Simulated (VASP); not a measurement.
Write the native input for VASP 6.6.1 that does the following.

```
Task                   : single point
Functional             : PBEsol
Potentials or basis    : VASP PAW PBE potentials, release 64 (La, Pd)
Cutoff                 : 520 eV
k mesh                 : 8 × 8 × 8
Occupations            : gaussian, width 0.05 eV
Spin                   : no spin polarisation
Dipole correction      : no
Further INCAR settings : ALGO = Normal; EDIFF = 1e-06; NBANDS = 28
```

The structure of LaPd3 lies in POSCAR:

```
LaPd3
1.0
    4.1499258701      0.0000000000      0.0000000000
    0.0000000000      4.1499258701      0.0000000000
    0.0000000000      0.0000000000      4.1499258701
La Pd
1 3
Direct
    0.0000000000      0.0000000000      0.0000000000
    0.0000000000      0.5000000000      0.5000000000
    0.5000000000      0.5000000000      0.0000000000
    0.5000000000      0.0000000000      0.5000000000
```

These files were run (other wordings do the same):

INCAR

```
  PREC = Accurate
  ENCUT = 520
  EDIFF = 1E-6
  ISMEAR = 0
  SIGMA = 0.05
  LREAL = F
  LASPH = T
  NELM = 100
  ALGO = Normal
  ISIF = 2
  LWAVE = F
  LCHARG = T
  GGA = PS
  LELF = T
  LVHAR = T
  NBANDS = 28
```

KPOINTS

```
Automatic mesh
0
Gamma
  8 8 8
```

Potentials or basis: VASP PAW PBE potentials, release 64 (La, Pd).

Launch:

```bash
$ cat potpaw_PBE.64/La/POTCAR potpaw_PBE.64/Pd/POTCAR > POTCAR
$ mpirun -np 1 vasp_std > vasp.out
```

Results of the run:

The pressure is 0.0 GPa.

Caveat: the PAW data sets were made with another functional, which shifts forces and pressure a little.

Run time: 26 s on 1 thread of Intel(R) Xeon(R) 6975P-C (Granite Rapids), on a shared host, peak memory 0.22 GiB.
